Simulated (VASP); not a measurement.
Li3Au5:

```
Li Au
1.0
    -3.35132    3.35132    3.35132
     3.35132   -3.35132    3.35132
     3.35132    3.35132   -3.35132
Li Au
3 5
Direct
  0.00000 0.50000 0.50000
  0.50000 0.00000 0.50000
  0.50000 0.50000 0.00000
  0.50000 0.50000 0.50000
  0.00000 0.00000 0.50000
  0.00000 0.50000 0.00000
  0.50000 0.00000 0.00000
  0.00000 0.00000 0.00000
```

The cell was generated, and may not be a known phase.

- Program: VASP 6.6.1
- Task: relaxation of cell and atoms
- Functional: PBE
- Potentials or basis: VASP PAW PBE potentials, release 64 (Li_sv, Au)
- Cutoff: 600 eV
- k mesh: 4 × 4 × 4
- Occupations: gaussian, width 0.1 eV
- Spin: no spin polarisation

At the start: pressure -7.3 GPa; volume 18.82 Å³/atom.

Where does the relaxation end?

Over 3 steps the energy falls by 67.6 meV/atom and the volume is 16.30 Å³/atom (-13.4 %); space group Im-3m (No. 229, to 0.1 Å) before and after.

The path:
```csv
step,energy change (eV),largest force (eV/Å),pressure (GPa),volume (Å³)
1,0.0000,0.0000,-7.30,150.56
2,-0.5314,0.0000,-1.28,132.64
3,-0.5409,0.0000,-0.12,130.39
```

Final structure:
```
Li Au
1.0
    -3.19442    3.19442    3.19442
     3.19442   -3.19442    3.19442
     3.19442    3.19442   -3.19442
Li Au
3 5
Cartesian
  3.1944 0.0000 0.0000
  0.0000 3.1944 0.0000
  0.0000 0.0000 3.1944
  1.5972 1.5972 1.5972
  1.5972 1.5972 -1.5972
  1.5972 -1.5972 1.5972
  -1.5972 1.5972 1.5972
  0.0000 0.0000 0.0000
```

Caveat: the cutoff is under 1.25 times the usual one of these potentials, so pressure, stress and relaxed cells hold a basis-set (Pulay) error.
